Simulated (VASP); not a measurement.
Wanted: the native input for a VASP 6.6.1 run.

* Task: single point
* Functional: r2SCAN
* Potentials or basis: VASP PAW PBE potentials, release 64 (K_sv, Br)
* Cutoff: 520 eV
* k mesh: 6 × 6 × 6
* Occupations: fermi-dirac, width 0.05 eV
* Spin: no spin polarisation
* Dipole correction: no
* Further INCAR settings: ALGO = Normal; EDIFF = 1e-06; NBANDS = 15

The system is KBr.

```
K Br
1.0
     0.00000    3.27500    3.27500
     3.27500    0.00000    3.27500
     3.27500    3.27500    0.00000
K Br
1 1
Direct
  0.00000 0.00000 0.00000
  0.50000 0.50000 0.50000
```

The input as run:

POSCAR

```
KBr
1.0
    0.0000000000      3.2750000000      3.2750000000
    3.2750000000      0.0000000000      3.2750000000
    3.2750000000      3.2750000000      0.0000000000
K Br
1 1
Direct
    0.0000000000      0.0000000000      0.0000000000
    0.5000000000      0.5000000000      0.5000000000
```

INCAR.step1

```
PREC     = Accurate       # precision mode
ENCUT    = 520            # plane-wave cutoff, eV
ISMEAR   = -1             # smearing method
SIGMA    = 0.05           # smearing width, eV
LREAL    = False          # projectors in reciprocal space
LASPH    = True           # aspherical terms in the spheres
NELM     = 80             # most SCF steps
NBANDS   = 15             # bands
GGA      = PE             # functional
ALGO     = Normal         # electronic algorithm
EDIFF    = 1E-4           # SCF threshold, eV
LWAVE    = True           # write WAVECAR
LCHARG   = False          # write CHGCAR
```

INCAR.step2

```
PREC     = Accurate       # precision mode
ENCUT    = 520            # plane-wave cutoff, eV
EDIFF    = 1E-6           # SCF threshold, eV
ISMEAR   = -1             # smearing method
SIGMA    = 0.05           # smearing width, eV
LREAL    = False          # projectors in reciprocal space
LASPH    = True           # aspherical terms in the spheres
NELM     = 80             # most SCF steps
ALGO     = Normal         # electronic algorithm
ISIF     = 2              # what is computed and relaxed
LWAVE    = False          # write WAVECAR
LCHARG   = False          # write CHGCAR
METAGGA  = R2SCAN         # meta-GGA
LMIXTAU  = True         
NBANDS   = 15             # bands
ISTART   = 1
```

KPOINTS

```
Automatic mesh
0
Gamma
  6 6 6
```

Potentials or basis: VASP PAW PBE potentials, release 64 (K_sv, Br).

Command:

```bash
$ cat potpaw_PBE.64/K_sv/POTCAR potpaw_PBE.64/Br/POTCAR > POTCAR
$ cp INCAR.step1 INCAR
$ mpirun -np 1 vasp_std > vasp.out
$ cp INCAR.step2 INCAR
$ mpirun -np 1 vasp_std > vasp.out
```

Results of the run:

```json
{
 "Pressure": "0.5 GPa",
 "Band gap on the k mesh": "5.15 eV, direct"
}
```

Caveat: the PAW data sets were made with another functional, which shifts forces and pressure a little.

Run time: 2.9 min on 1 thread of Intel Xeon 6975P-C (shared host), peak memory 0.22 GiB.
